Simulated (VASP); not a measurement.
Crystal: CuO.

```
Cu O
1.0
     3.28802    0.00000    0.00000
    -1.64401    2.84751    0.00000
     0.00000    0.00000    5.38502
Cu O
2 2
Direct
  0.66667 0.33333 0.00000
  0.33333 0.66667 0.50000
  0.66667 0.33333 0.62520
  0.33333 0.66667 0.12520
```

* Program: VASP 6.6.1
* Task: relaxation of cell and atoms
* Functional: BLYP
* Dispersion: D3(BJ)
* Potentials or basis: VASP PAW PBE potentials, release 64 (Cu, O)
* Cutoff: 600 eV
* k mesh: 9 × 9 × 5
* Occupations: fermi-dirac, width 0.05 eV
* Spin: no spin polarisation

At the start: pressure -10.7 GPa; volume 12.60 Å³/atom.

**Question.** Where does the relaxation end?

**Answer.** Over 11 steps the energy falls by 48.0 meV/atom and the volume is 11.38 Å³/atom (-9.7 %); space group P6_3mc (No. 186, to 0.1 Å) before and after.

Step by step:
| step | energy change (eV) | largest force (eV/Å) | pressure (GPa) | volume (Å³) |
| --- | --- | --- | --- | --- |
| 1 | 0.0000 | 0.0810 | -10.68 | 50.42 |
| 2 | -0.1495 | 0.1510 | 4.61 | 44.53 |
| 3 | -0.1676 | 0.1296 | 0.08 | 45.85 |
| 4 | -0.1675 | 0.1309 | 0.41 | 45.77 |
| 5 | -0.1730 | 0.1273 | 0.30 | 45.74 |
| 6 | -0.1857 | 0.1038 | 0.25 | 45.65 |
| 7 | -0.1883 | 0.0547 | -0.22 | 45.43 |
| 8 | -0.1917 | 0.0343 | 0.13 | 45.54 |
| 9 | -0.1917 | 0.0270 | 0.02 | 45.53 |
| 10 | -0.1915 | 0.0513 | 0.09 | 45.54 |
| 11 | -0.1919 | 0.0006 | 0.01 | 45.53 |

Final structure:
```xyz
4
Lattice="3.1218 0.0000 0.0000 -1.5609 2.7036 0.0000 0.0000 0.0000 5.3950" Properties=species:S:1:pos:R:3 pbc="T T T"
Cu    1.5609    0.9012    5.3432
Cu    0.0000    1.8024    2.6457
O     1.5609    0.9012    3.4248
O     0.0000    1.8024    0.7273
```

Caveat: the PAW data sets were made with another functional, which shifts forces and pressure a little.
